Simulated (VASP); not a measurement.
A run of VASP 6.6.1 is set up as follows.

INCAR

```
SYSTEM = C
PREC     = Accurate       ! precision mode
ENCUT    = 520            ! plane-wave cutoff, eV
EDIFF    = 1E-6           ! SCF threshold, eV
ISMEAR   = 0              ! smearing method
SIGMA    = 0.05           ! smearing width, eV
LREAL    = .False.        ! projectors in reciprocal space
LASPH    = .True.         ! aspherical terms in the spheres
NELM     = 80             ! most SCF steps
ALGO     = Normal         ! electronic algorithm
ISIF     = 2              ! what is computed and relaxed
LWAVE    = .False.        ! write WAVECAR
LCHARG   = .False.        ! write CHGCAR
GGA      = PE             ! functional
IVDW     = 12             ! dispersion correction
NBANDS   = 11             ! bands
```

Contents of KPOINTS:

```
Automatic mesh
0
Gamma
  15 15 15
  0 0 0
```

POSCAR

```
C
1.0
    1.2016860064      0.6937937393      3.2773531398
   -1.2016860064      0.6937937393      3.2773531398
    0.0000000000     -1.3875874786      3.2773531398
C
2
Direct
    0.1665955851      0.1665955851      0.1665955851
    0.8334044149      0.8334044149      0.8334044149
```

Potentials or basis: VASP PAW PBE potentials, release 64 (C).

Run with:

```console
$ cat potpaw_PBE.64/C/POTCAR > POTCAR
$ mpirun -np 1 vasp_std > vasp.out
```

Task: Predict the dispersion energy per atom.

Result: -0.159 eV.

Task: Predict the pressure.

Result: 26.4 GPa.

Task: Predict the band gap on the k mesh.

Result: 0.72 eV, direct.

Stress tensor (GPa, compression positive):
```
39.25  0.00  0.00
 0.00 39.25  0.00
 0.00  0.00  0.85
```

A k mesh can miss the band edges. PBE gaps usually lie below the measured ones, often by a third to a half.
